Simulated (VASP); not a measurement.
# Ca (Pm-3m) in VASP: settings compared, part 2 of 3

VASP 6.6.1.

## Step 3: Relaxation of cell and atoms, PBE+D3(BJ)

Contents of INCAR:

```
PREC = Accurate ; ENCUT = 600
EDIFF = 1E-7 ; ISMEAR = -1
SIGMA = 0.1 ; LREAL = False
LASPH = True ; NELM = 80
ALGO = Normal ; ISIF = 3
LWAVE = False ; LCHARG = False
GGA = PE ; IVDW = 12
IBRION = 2 ; NSW = 80
EDIFFG = -0.01
```

Contents of KPOINTS:

```
regular mesh
0
Gamma
  12 12 12
```

Contents of POSCAR:

```
Ca
1.0
    2.6150000000      0.0000000000      0.0000000000
    0.0000000000      2.6150000000      0.0000000000
    0.0000000000      0.0000000000      2.6150000000
Ca
1
Direct
    0.0000000000      0.0000000000      0.0000000000
```

Potentials or basis: VASP PAW PBE potentials, release 64 (Ca_sv).

The run is started by

```bash
$ cat potpaw_PBE.64/Ca_sv/POTCAR > POTCAR
$ mpirun -np 1 vasp_std > vasp.out
```

OUTCAR:

```text
PREC = Accurate
   ENCUT = 600
   EDIFF = 1E-7
   ISMEAR = -1
   LREAL = False
   LASPH = True
   NELM = 80
   ISIF = 3
   GGA = PE
   IVDW = 12
   IBRION = 2
   NSW = 80
   EDIFFG = -0.01
 IVDW          = 12

 ion  position               nearest neighbor table
   1  0.000  0.000  0.000-

  LATTYP: Found a simple cubic cell.
 ALAT       =     2.6150000000

  Lattice vectors:

 A1 = (   2.6150000000,   0.0000000000,   0.0000000000)
 A2 = (   0.0000000000,   2.6150000000,   0.0000000000)
 A3 = (   0.0000000000,   0.0000000000,   2.6150000000)

Analysis of symmetry for initial positions (statically):
=====================================================================
 Subroutine PRICEL returns:
 Original cell was already a primitive cell.

 Routine SETGRP: Setting up the symmetry group for a
 simple cubic supercell.

 Subroutine GETGRP returns: Found 48 space group operations
 (whereof 48 operations were pure point group operations)
 out of a pool of 48 trial point group operations.

The static configuration has the point symmetry O_h .

Analysis of symmetry for dynamics (positions and initial velocities):
=====================================================================
 Subroutine PRICEL returns:
 Original cell was already a primitive cell.

 Routine SETGRP: Setting up the symmetry group for a
 simple cubic supercell.

 Subroutine GETGRP returns: Found 48 space group operations
 (whereof 48 operations were pure point group operations)
 out of a pool of 48 trial point group operations.

The dynamic configuration has the point symmetry O_h .

 Subroutine INISYM returns: Found 48 space group operations
 (whereof 48 operations are pure point group operations),
 and found     1 'primitive' translations

----------------------------------------------------------------------------------------

                                     Primitive cell

  volume of cell :      17.8820

[... 105 lines left out ...]
     AMIX     =   0.40;   BMIX     =  1.00
     AMIX_MAG =   1.60;   BMIX_MAG =  1.00
  volume/ion in A,a.u.               =      17.88       120.67
  Fermi-wavevector in a.u.,A,eV,Ry     =   1.348766  2.548797 24.751291  1.819169
  Thomas-Fermi vector in A             =   2.476408
   LORBIT       =      0    0 simple, 1 ext, 2 COOP (PROOUT), +10 PAW based schemes
   GGA     = PE    functional components
   LHFCALC =     F    Hartree Fock is set to
   AEXX    =    0.0000 exact exchange contribution
   IVDW    =    12    specifies the selected vdW correction
   LEPSILON=     F    determine dielectric tensor
   LRPA    =     F    only Hartree local field effects (RPA)
 conjugate gradient relaxation of ions
 non-spin polarized calculation
  energy-cutoff  :      600.00
  volume of cell :       17.88
 maximum number of plane-waves:       624
 NGX is ok and might be reduce to    24
   NGX = 11   NGY = 11   NGZ = 11

--------------------------------------- Ionic step        1  -------------------------------------------

 number of electron      10.0000000 magnetization

 Free energy of the ion-electron system (eV)
  ---------------------------------------------------
  ext. energy  EPLUGINS =         0.00000000
  ---------------------------------------------------
  free energy    TOTEN  =         0.21062611 eV

  energy without entropy =        0.22144650  energy(sigma->0) =        0.21603630

 E-fermi :   6.4821     XC(G=0): -10.9710

 val. band max:        6.4693820524   @ k =   0.5000   0.1667   0.0833
 cond. band min:       6.5194709645   @ k =   0.5000   0.1667   0.0000
 fundamental gap:      0.0500889121
 Fermi energy:         6.4821088831

 k-point     1 :       0.0000    0.0000    0.0000
  band No.  band energies     occupation
      1     -35.0317      2.00000
      2     -14.6658      2.00000
      3     -14.6658      2.00000
      4     -14.6658      2.00000
      5       2.2974      2.00000
      6       6.5453      0.69407
      7       6.5453      0.69407
      8      14.3922      0.00000
      9      14.3922      0.00000
[... 388 lines left out ...]
  FREE ENERGIE OF THE ION-ELECTRON SYSTEM (eV)
  ---------------------------------------------------
  free  energy   TOTEN  =        -1.7557371611 eV

  energy  without entropy=       -1.7331519410  energy(sigma->0) =       -1.74444455

[... ionic steps 4 to 19 ...]

--------------------------------------- Ionic step       20  -------------------------------------------

 number of electron       9.9999998 magnetization

------------------------ aborting loop because EDIFF is reached ----------------------------------------
[... 73 lines left out ...]
--------------------------------------- Ionic step       22  -------------------------------------------

 number of electron       9.9999998 magnetization

 Free energy of the ion-electron system (eV)
  ---------------------------------------------------
  ext. energy  EPLUGINS =         0.00000000
  ---------------------------------------------------
  free energy    TOTEN  =        -1.53283745 eV

  energy without entropy =       -1.50390409  energy(sigma->0) =       -1.51837077

 E-fermi :   2.0966     XC(G=0):  -7.8804

 val. band max:        2.0744982035   @ k =   0.5000   0.5000   0.2500
 cond. band min:       2.1377054719   @ k =   0.4167   0.0000   0.0000
 fundamental gap:      0.0632072684
 Fermi energy:         2.0966255123

 k-point     1 :       0.0000    0.0000    0.0000
  band No.  band energies     occupation
      1     -39.9797      2.00000
      2     -20.8486      2.00000
      3     -20.8486      2.00000
      4     -20.8486      2.00000
      5      -1.8671      2.00000
      6       2.9090      0.00059
      7       2.9090      0.00059
      8       6.4378      0.00000
      9       6.4378      0.00000
[... 308 lines left out ...]
  FREE ENERGIE OF THE ION-ELECTRON SYSTEM (eV)
  ---------------------------------------------------
  free  energy   TOTEN  =        -1.7768608366 eV

  energy  without entropy=       -1.7479274822  energy(sigma->0) =       -1.76239416

 reached required accuracy - stopping structural energy minimisation
```

OSZICAR:

```text
N       E                     dE             d eps       ncg     rms          rms(c)
DAV:   1     0.730577948922E+02    0.73058E+02   -0.64831E+03  1512   0.130E+03
DAV:   2     0.124115605688E+01   -0.71817E+02   -0.71269E+02  1571   0.266E+02
DAV:   3     0.138952364215E+00   -0.11022E+01   -0.10893E+01  2157   0.357E+01
[... 150 lines left out ...]
DAV:   2    -0.153284121292E+01    0.11268E-04   -0.43882E-05  1612   0.770E-02    0.129E-02
DAV:   3    -0.153283837158E+01    0.28413E-05   -0.26106E-05  2105   0.455E-02    0.470E-03
DAV:   4    -0.153283797189E+01    0.39969E-06   -0.16488E-06  1723   0.151E-02    0.175E-03
DAV:   5    -0.153283752414E+01    0.44776E-06   -0.61076E-07  2188   0.380E-03    0.684E-04
DAV:   6    -0.153283744647E+01    0.77669E-07   -0.73574E-09   763   0.843E-04
  22 F= -.17768608E+01 E0= -.17623942E+01  d E =-.973643E-05
```

Run time: 54 s. Hardware: 1 thread of Intel Xeon 6975P-C (Granite Rapids), shared host; peak memory 0.16 GiB.

Results:

```yaml
Free_energy: -1.7769 eV
Relaxed_volume: 39.97 Å³/atom
Relaxed_cell: a = 3.419 Å, b = 3.419 Å, c = 3.419 Å, α = 90.00°, β = 90.00°, γ = 90.00°
Space_group_after_relaxing_to_0.1_Å: Pm-3m (No. 221)
Energy_gained_by_relaxing: 1438.1 meV/atom
Ionic_steps: 22
Pressure_after_relaxing: 0.0 GPa
Band_gap_on_the_k_mesh: zero (bands 5 and 6 overlap by 1.11 eV)
Dispersion_energy_per_atom: -0.244 eV
```

Step by step:
| step | energy change (eV) | largest force (eV/Å) | pressure (GPa) | volume (Å³) |
| --- | --- | --- | --- | --- |
| 1 | 0.0000 | 0.0000 | 38.43 | 17.88 |
| 2 | -1.3366 | 0.0000 | 4.47 | 31.44 |
| 3 | -1.4170 | 0.0000 | 1.70 | 35.79 |
| 4 | -1.4129 | 0.0000 | -1.33 | 45.65 |
| 5 | -1.4380 | 0.0000 | -0.13 | 40.51 |
| 6 | -1.4381 | 0.0000 | 0.05 | 39.94 |
| 7 | -1.4381 | 0.0000 | 0.05 | 39.94 |
| 8 | -1.4381 | 0.0000 | 0.05 | 39.94 |
| 9 | -1.4381 | 0.0000 | 0.05 | 39.94 |
| 10 | -1.4381 | 0.0000 | 0.05 | 39.94 |
| 11 | -1.4381 | 0.0000 | 0.05 | 39.94 |
| 12 | -1.4381 | 0.0000 | 0.05 | 39.94 |
| 13 | -1.4381 | 0.0000 | 0.05 | 39.94 |
| 14 | -1.4381 | 0.0000 | 0.05 | 39.94 |
| 15 | -1.4381 | 0.0000 | 0.05 | 39.94 |
| 16 | -1.4381 | 0.0000 | 0.05 | 39.94 |
| 17 | -1.4381 | 0.0000 | 0.05 | 39.94 |
| 18 | -1.4381 | 0.0000 | 0.06 | 39.94 |
| 19 | -1.4381 | 0.0000 | 0.05 | 39.94 |
| 20 | -1.4381 | 0.0000 | 0.05 | 39.95 |
| 21 | -1.4381 | 0.0000 | 0.04 | 39.96 |
| 22 | -1.4381 | 0.0000 | 0.04 | 39.97 |

Final structure:
```
Ca
1.0
     3.41918    0.00000    0.00000
     0.00000    3.41918    0.00000
     0.00000    0.00000    3.41918
Ca
1
Cartesian
  0.0000 0.0000 0.0000
```

Levels at points of the mesh, in eV from the Fermi level:
```
           k point  band 2  band 3  band 4  band 5  band 6  band 7  band 8  band 9
(0.00, 0.00, 0.00)  -22.95  -22.95  -22.95   -3.96    0.81    0.81    4.34    4.34
(0.50, 0.00, 0.00)  -23.22  -22.92  -22.92   -1.15   -0.48    1.36    3.00    3.00
(0.50, 0.50, 0.00)  -23.18  -23.18  -22.90   -0.50    1.01    2.59    2.59    3.32
(0.50, 0.50, 0.50)  -23.15  -23.15  -23.15    0.63    0.63    0.63    5.17    5.17
```

Caveat: the volume moved by over 15 % at a fixed basis, so the end points are rough. Zero-point motion and thermal expansion aren't in these numbers.

## Step 4: Single point, r2SCAN+rVV10

This run uses another cell than the first one, of 42.13 Å³/atom.

Contents of POSCAR:

```
Ca
1.0
    3.4795323970      0.0000000000      0.0000000000
    0.0000000000      3.4795323970      0.0000000000
    0.0000000000      0.0000000000      3.4795323970
Ca
1
Direct
    0.0000000000      0.0000000000      0.0000000000
```

Contents of INCAR.step1:

```
SYSTEM = Ca
PREC = Accurate ; ENCUT = 520
ISMEAR = -1 ; SIGMA = 0.1
LREAL = .False. ; LASPH = .True.
NELM = 80 ; NBANDS = 11
GGA = PE ; ALGO = Normal
EDIFF = 1E-4 ; LWAVE = .True.
LCHARG = .False.
```

Contents of INCAR.step2:

```
SYSTEM = Ca
PREC = Accurate ; ENCUT = 520
EDIFF = 1E-6 ; ISMEAR = -1
SIGMA = 0.1 ; LREAL = .False.
LASPH = .True. ; NELM = 80
ALGO = Normal ; ISIF = 2
LWAVE = .False. ; LCHARG = .False.
METAGGA = R2SCAN ; LMIXTAU = .True.
LUSE_VDW = .True. ; IVDW_NL = 2
BPARAM = 11.95 ; CPARAM = 0.0093
NBANDS = 11 ; ISTART = 1
```

Contents of KPOINTS:

```
regular mesh
0
Gamma
  12 12 12
  0 0 0
```

The run is started by

```bash
$ cat potpaw_PBE.64/Ca_sv/POTCAR > POTCAR
$ cp INCAR.step1 INCAR
$ mpirun -np 1 vasp_std > vasp.out
$ cp INCAR.step2 INCAR
$ mpirun -np 1 vasp_std > vasp.out
```

It took 76 s on 1 thread of Intel Xeon 6975P-C (Granite Rapids), shared host; peak memory 0.28 GiB.

It converged, with:

```yaml
Free_energy: -6.3590 eV
Pressure: 0.0 GPa
Band_gap_on_the_k_mesh: zero (bands 5 and 6 overlap by 1.46 eV)
```

Levels at points of the mesh, in eV from the Fermi level:
```
           k point  band 3  band 4  band 5  band 6  band 7  band 8
(0.00, 0.00, 0.00)  -23.98  -23.98   -4.15    1.07    1.07    4.55
(0.50, 0.00, 0.00)  -23.96  -23.96   -1.13   -0.70    1.64    3.22
(0.50, 0.50, 0.00)  -24.18  -23.94   -0.47    1.24    2.50    2.50
(0.50, 0.50, 0.50)  -24.15  -24.15    0.75    0.75    0.75    5.32
```

Caveat: the PAW data sets were made with another functional, which shifts forces and pressure a little.

[end of part 2 of 3]

The gap in the log of VASP goes by the Fermi energy; the results here count the filled bands.